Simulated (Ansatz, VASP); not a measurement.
**Two plane-wave programs on KSrAg4**

File INCAR:

```
  ALGO = Fast
  EDIFF = 1E-7
  ENCUT = 520
  GGA = PE
  ISIF = 2
  ISMEAR = 0
  LASPH = True
  LCHARG = False
  LREAL = False
  LWAVE = False
  NBANDS = 40
  NELM = 100
  PREC = Accurate
  SIGMA = 0.1
```

KPOINTS

```
k-points
0
Gamma
  4 4 4
```

Contents of POSCAR:

```
KSrAg4
1.0
    0.0000000000      4.1175379400      4.1175379400
    4.1175379400      0.0000000000      4.1175379400
    4.1175379400      4.1175379400      0.0000000000
K Sr Ag
1 1 4
Direct
    0.0000000000      0.0000000000      0.0000000000
    0.2500000000      0.2500000000      0.2500000000
    0.1283622400      0.6238792500      0.6238792500
    0.6238792500      0.1283622400      0.6238792500
    0.6238792500      0.6238792500      0.1283622400
    0.6238792500      0.6238792500      0.6238792500
```

Input for Ansatz:

```yaml
crystal:
  lattice:
    - [0.0, 4.11753794, 4.11753794]
    - [4.11753794, 0.0, 4.11753794]
    - [4.11753794, 4.11753794, 0.0]
  atoms:
    - { symbol: K, position: [0.0, 0.0, 0.0] }
    - { symbol: Sr, position: [0.25, 0.25, 0.25] }
    - { symbol: Ag, position: [0.12836224, 0.62387925, 0.62387925] }
    - { symbol: Ag, position: [0.62387925, 0.12836224, 0.62387925] }
    - { symbol: Ag, position: [0.62387925, 0.62387925, 0.12836224] }
    - { symbol: Ag, position: [0.62387925, 0.62387925, 0.62387925] }
basis:
  ecutwfc: 420
kpoints:
  mp_grid: { grid: [4, 4, 4] }
hamiltonian:
  xc: pbe
scf:
  occupations: { method: gaussian, width: 0.1 }
  lower_state_search: "off"
output:
  forces: true
  stress: true
  eigenvalues: true
```

Change from the starting cell: species swapped into the HoCdNi4 type (F-43m, No. 216).

Alike in both runs: task single point; functional PBE; k mesh 4 × 4 × 4; occupations gaussian, width 0.1 eV; no spin polarisation.

```csv
,VASP,Ansatz
version,VASP 6.6.1,Ansatz 0.2.0
potentials or method,"VASP PAW PBE potentials, release 64 (K_sv, Sr_sv, Ag), cutoff 520 eV","scalar-relativistic, plane waves, PAW"
valence electrons in the cell,63,95
```

|  | VASP | Ansatz | Ansatz less VASP |
| --- | --- | --- | --- |
| gap on the k mesh at the Fermi level (eV) | none | none | - |
| pressure (GPa) | 3.8 | 3.7 | -0.05 |
| rms of the force components (eV/Å) | 0.084 | 0.085 | +0.0009 |

Atom by atom the forces differ by 0.001 eV/Å (rms over components). A gap of «none» marks a metal or a gap that the smearing closes. VASP's potentials hold 63 valence electrons a cell and Ansatz's 95, so a difference there can come from the potentials and not from the codes.
